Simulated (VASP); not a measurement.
# AlN (Fm-3m) in VASP: notebook

Runs on AlN. Level: PBE. Tasks: single point.

All numbers are computed with VASP 6.6.1; they aren't measurements. Logs are shortened: lines on timing, memory, paths and dates and some standing lists are left out, and cuts for length are marked.

## (1) The cell of the first run

The structure is cubic, space group Fm-3m (No. 225). Conventional cell: a = 4.074 Å, b = 4.074 Å, c = 4.074 Å, α = 90.00°, β = 90.00°, γ = 90.00°. Al (site symmetry m-3m) has 6 N at 2.04 Å within 2.7 Å. Within 2.7 Å of N (site symmetry m-3m) lie 6 Al at 2.04 Å.

## (2) Single point, PBE

File INCAR:

```
SYSTEM = AlN
PREC = Accurate ; ENCUT = 520
EDIFF = 1E-6 ; ISMEAR = 0
SIGMA = 0.05 ; LREAL = .False.
LASPH = .True. ; NELM = 100
ALGO = Normal ; ISIF = 2
LWAVE = .False. ; LCHARG = .False.
GGA = PE ; NBANDS = 11
```

File KPOINTS:

```
Automatic mesh
0
Gamma
  10 10 10
  0 0 0
```

File POSCAR:

```
AlN
1.0
    0.0000000000      2.0372270818      2.0372270818
    2.0372270818      0.0000000000      2.0372270818
    2.0372270818      2.0372270818      0.0000000000
Al N
1 1
Direct
    0.5000000000      0.5000000000      0.5000000000
    0.0000000000      0.0000000000      0.0000000000
```

Potentials or basis: VASP PAW PBE potentials, release 64 (Al, N).

On the command line:

```bash
cat potpaw_PBE.64/Al/POTCAR potpaw_PBE.64/N/POTCAR > POTCAR
mpirun -np 1 vasp_std > vasp.out
```

OUTCAR:

```text
SYSTEM = AlN
   PREC = Accurate
   ENCUT = 520
   EDIFF = 1E-6
   ISMEAR = 0
   LREAL = .False.
   LASPH = .True.
   NELM = 100
   ISIF = 2
   GGA = PE

 ion  position               nearest neighbor table
   1  0.500  0.500  0.500-   2 2.04   2 2.04   2 2.04   2 2.04   2 2.04   2 2.04
   2  0.000  0.000  0.000-   1 2.04   1 2.04   1 2.04   1 2.04   1 2.04   1 2.04

  LATTYP: Found a face centered cubic cell.
 ALAT       =     4.0744541636

  Lattice vectors:

 A1 = (   0.0000000000,   2.0372270818,   2.0372270818)
 A2 = (   2.0372270818,   0.0000000000,   2.0372270818)
 A3 = (   2.0372270818,   2.0372270818,   0.0000000000)

Analysis of symmetry for initial positions (statically):
=====================================================================
 Subroutine PRICEL returns:
 Original cell was already a primitive cell.

 Routine SETGRP: Setting up the symmetry group for a
 face centered cubic supercell.

 Subroutine GETGRP returns: Found 48 space group operations
 (whereof 48 operations were pure point group operations)
 out of a pool of 48 trial point group operations.

The static configuration has the point symmetry O_h .

Analysis of symmetry for dynamics (positions and initial velocities):
=====================================================================
 Subroutine PRICEL returns:
 Original cell was already a primitive cell.

 Routine SETGRP: Setting up the symmetry group for a
 face centered cubic supercell.

 Subroutine GETGRP returns: Found 48 space group operations
 (whereof 48 operations were pure point group operations)
 out of a pool of 48 trial point group operations.

The dynamic configuration has the point symmetry O_h .

 Subroutine INISYM returns: Found 48 space group operations
 (whereof 48 operations are pure point group operations),
 and found     1 'primitive' translations

----------------------------------------------------------------------------------------

                                     Primitive cell

  volume of cell :      16.9102

  direct lattice vectors                    reciprocal lattice vectors
     0.000000000  2.037227082  2.037227082    -0.245431648  0.245431648  0.245431648
     2.037227082  0.000000000  2.037227082     0.245431648 -0.245431648  0.245431648
     2.037227082  2.037227082  0.000000000     0.245431648  0.245431648 -0.245431648

  length of vectors
     2.881074169  2.881074169  2.881074169     0.425100084  0.425100084  0.425100084

  position of ions in fractional coordinates (direct lattice)
     0.500000000  0.500000000  0.500000000
     0.000000000  0.000000000  0.000000000

[... 81 lines left out ...]
   NFREE  =      0    steps in history (QN), initial steepest desc. (CG)
   ISIF   =      2    stress and relaxation
   ISYM   =      2    0-nonsym 1-usesym 2-fastsym
   POTIM  = 0.5000    time-step for ionic-motion
   TEBEG  =    0.0;   TEEND  =   0.0 temperature during run
   PSTRESS=    0.0 pullay stress
   NELECT =       8.0000    total number of electrons
   NUPDOWN=      -1.0000    fix difference up-down
   EMIN   =  10.00;   EMAX   =-10.00  energy-range for DOS
   EFERMI =   0.00;   METHOD = LEGACY
   ISMEAR =     0;   SIGMA  =   0.05  broadening in eV -4-tet -1-fermi 0-gaus
   EFERMI_NEDOS =   21; number of points for ismear=-14 and -15
   IALGO  =     38    algorithm
   IMIX   =      4    mixing-type and parameters
     AMIX     =   0.40;   BMIX     =  1.00
     AMIX_MAG =   1.60;   BMIX_MAG =  1.00
  volume/ion in A,a.u.               =       8.46        57.06
  Fermi-wavevector in a.u.,A,eV,Ry     =   1.275622  2.410576 22.139562  1.627212
  Thomas-Fermi vector in A             =   2.408324
   LORBIT       =      0    0 simple, 1 ext, 2 COOP (PROOUT), +10 PAW based schemes
   GGA     = PE    functional components
   LHFCALC =     F    Hartree Fock is set to
   AEXX    =    0.0000 exact exchange contribution
   IVDW    =     0    specifies the selected vdW correction
   LEPSILON=     F    determine dielectric tensor
   LRPA    =     F    only Hartree local field effects (RPA)
 non-spin polarized calculation
 Gauss-broadening in eV      SIGMA  =   0.05
  energy-cutoff  :      520.00
  volume of cell :       16.91
 maximum number of plane-waves:       469
 NGX is ok and might be reduce to    24
   NGX = 11   NGY = 11   NGZ = 11

 number of electron       8.0000000 magnetization

 Free energy of the ion-electron system (eV)
  ---------------------------------------------------
  ext. energy  EPLUGINS =         0.00000000
  ---------------------------------------------------
  free energy    TOTEN  =       -14.54575906 eV

  energy without entropy =      -14.54575906  energy(sigma->0) =      -14.54575906

 E-fermi :   9.9695     XC(G=0): -12.1779

 val. band max:        9.6670122996   @ k =   0.0000   0.0000   0.0000
 cond. band min:      14.0528260260   @ k =   0.5000   0.5000   0.0000
 fundamental gap:      4.3858137264
 Fermi energy:         9.9694999073

 k-point     1 :       0.0000    0.0000    0.0000
  band No.  band energies     occupation
      1      -7.6780      2.00000
      2       9.6670      2.00000
      3       9.6670      2.00000
      4       9.6670      2.00000
      5      15.0169      0.00000
      6      21.7595      0.00000
      7      21.7595      0.00000
      8      21.7595      0.00000
      9      26.8384      0.00000
     10      27.2872      0.00000
     11      27.2872      0.00000
[... 309 lines left out ...]
 k-point    24 :       0.4000    0.3000    0.0000
  band No.  band energies     occupation
      1      -4.7427      2.00000
      2       3.9113      2.00000
      3       6.9332      2.00000
      4       7.4387      2.00000
      5      15.6492      0.00000
      6      16.5306      0.00000
      7      21.6161      0.00000
      8      24.9864      0.00000
      9      25.7207      0.00000
     10      31.2458      0.00000
     11      34.1175      0.00000

 [... further k-points ...]
[... 5 lines left out ...]
  --------------------------------------------------------------------------------------
  -------------------------------------------------------------------------------------
  Total       -0.1045577     -0.1045577     -0.1045577     -0.0000000      0.0000000      0.0000000
  in kB       -9.9064518     -9.9064518     -9.9064518     -0.0000000      0.0000000      0.0000000
  external PRESSURE =      -9.9064518 kB  Pullay stress =       0.0000000 kB

 VOLUME and BASIS-vectors are now :
 -----------------------------------------------------------------------------
  energy-cutoff  :      520.00
  volume of cell :       16.91
      direct lattice vectors                 reciprocal lattice vectors
     0.000000000  2.037227082  2.037227082    -0.245431648  0.245431648  0.245431648
     2.037227082  0.000000000  2.037227082     0.245431648 -0.245431648  0.245431648
     2.037227082  2.037227082  0.000000000     0.245431648  0.245431648 -0.245431648

 POSITION                                       TOTAL-FORCE (eV/Angst)
 -----------------------------------------------------------------------------------
      2.03723      2.03723      2.03723        -0.000000      0.000000     -0.000000
      0.00000      0.00000      0.00000         0.000000      0.000000      0.000000
 -----------------------------------------------------------------------------------
    total drift:                                0.000000     -0.000000     -0.000000

  FREE ENERGIE OF THE ION-ELECTRON SYSTEM (eV)
  ---------------------------------------------------
  free  energy   TOTEN  =       -14.5457590587 eV

  energy  without entropy=      -14.5457590587  energy(sigma->0) =      -14.54575906
```

OSZICAR:

```text
N       E                     dE             d eps       ncg     rms          rms(c)
DAV:   1     0.601903529018E+01    0.60190E+01   -0.39586E+03  1050   0.670E+02
DAV:   2    -0.156157837533E+02   -0.21635E+02   -0.20536E+02  1287   0.121E+02
DAV:   3    -0.162685737227E+02   -0.65279E+00   -0.65151E+00  1281   0.186E+01
DAV:   4    -0.162707517952E+02   -0.21781E-02   -0.21779E-02  1145   0.115E+00
DAV:   5    -0.162707680540E+02   -0.16259E-04   -0.16259E-04  1238   0.104E-01    0.751E+00
DAV:   6    -0.145638273012E+02    0.17069E+01   -0.75925E+00  1118   0.145E+01    0.264E+00
DAV:   7    -0.145518335723E+02    0.11994E-01   -0.17215E-01  1151   0.306E+00    0.175E+00
DAV:   8    -0.145460760339E+02    0.57575E-02   -0.16357E-02  1082   0.111E+00    0.333E-01
DAV:   9    -0.145457037450E+02    0.37229E-03   -0.15886E-03  1169   0.235E-01    0.148E-01
DAV:  10    -0.145457648879E+02   -0.61143E-04   -0.13997E-04  1147   0.875E-02    0.399E-02
DAV:  11    -0.145457594091E+02    0.54789E-05   -0.17400E-05  1199   0.233E-02    0.790E-03
DAV:  12    -0.145457590587E+02    0.35032E-06   -0.60998E-07   607   0.667E-03
   1 F= -.14545759E+02 E0= -.14545759E+02  d E =-.107775E-19
```

stdout:

```text
POSCAR found type information on POSCAR AlN
 POSCAR found :  2 types and       2 ions
 scaLAPACK will be used
 LDA part: xc-table for (Slater+PW92), standard interpolation
 POSCAR, INCAR and KPOINTS ok, starting setup
 FFT: planning ... GRIDC
 FFT: planning ... GRID_SOFT
 FFT: planning ... GRID
 WAVECAR not read
 entering main loop
```

It took 11 s on 1 thread of Intel Xeon 6975P-C, shared host; peak memory 0.13 GiB.

Results:

| Item | Value |
| --- | --- |
| Free energy | -14.5458 eV |
| Pressure | -1.0 GPa |
| Band gap on the k mesh | 4.39 eV, indirect (least direct gap 5.35 eV) |

## (3) Single point, PBE (volume scaled by 1.040)

File INCAR:

```
PREC     = Accurate       # precision mode
ENCUT    = 520            # plane-wave cutoff, eV
EDIFF    = 1E-6           # SCF threshold, eV
ISMEAR   = 0              # smearing method
SIGMA    = 0.05           # smearing width, eV
LREAL    = F              # projectors in reciprocal space
LASPH    = T              # aspherical terms in the spheres
NELM     = 60             # most SCF steps
ALGO     = Normal         # electronic algorithm
ISIF     = 2              # what is computed and relaxed
LWAVE    = F              # write WAVECAR
LCHARG   = F              # write CHGCAR
GGA      = PE             # functional
NBANDS   = 11             # bands
```

File KPOINTS:

```
regular mesh
0
Gamma
  10 10 10
```

File POSCAR:

```
AlN
1.0
    0.0000000000      2.0620576762      2.0620576762
    2.0620576762      0.0000000000      2.0620576762
    2.0620576762      2.0620576762      0.0000000000
Al N
1 1
Direct
    0.5000000000      0.5000000000      0.5000000000
    0.0000000000      0.0000000000      0.0000000000
```

Potentials or basis: VASP PAW PBE potentials, release 64 (Al, N).

On the command line:

```bash
cat potpaw_PBE.64/Al/POTCAR potpaw_PBE.64/N/POTCAR > POTCAR
mpirun -np 1 vasp_std > vasp.out
```

Wall time 14 s (1 thread of Intel Xeon 6975P-C, shared host); peak memory 0.13 GiB.

Results (log left out):

```yaml
Free_energy: -14.5255 eV
Pressure: -9.4 GPa
Band_gap_on_the_k_mesh: 4.05 eV, indirect (least direct gap 4.85 eV)
```

Levels at points of the mesh, in eV from the valence-band top:
```csv
k point,band 1,band 2,band 3,band 4,band 5,band 6,band 7,band 8,band 9
"(0.00, 0.00, 0.00)",-17.03,0.00,0.00,0.00,4.85,11.97,11.97,11.97,16.96
"(0.50, 0.00, 0.00)",-14.00,-7.93,-0.97,-0.97,5.76,10.53,10.53,12.41,15.48
"(0.50, 0.50, 0.00)",-13.10,-6.99,-2.65,-2.65,4.05,5.39,13.34,16.33,16.33
```

 A k mesh can miss the band edges.
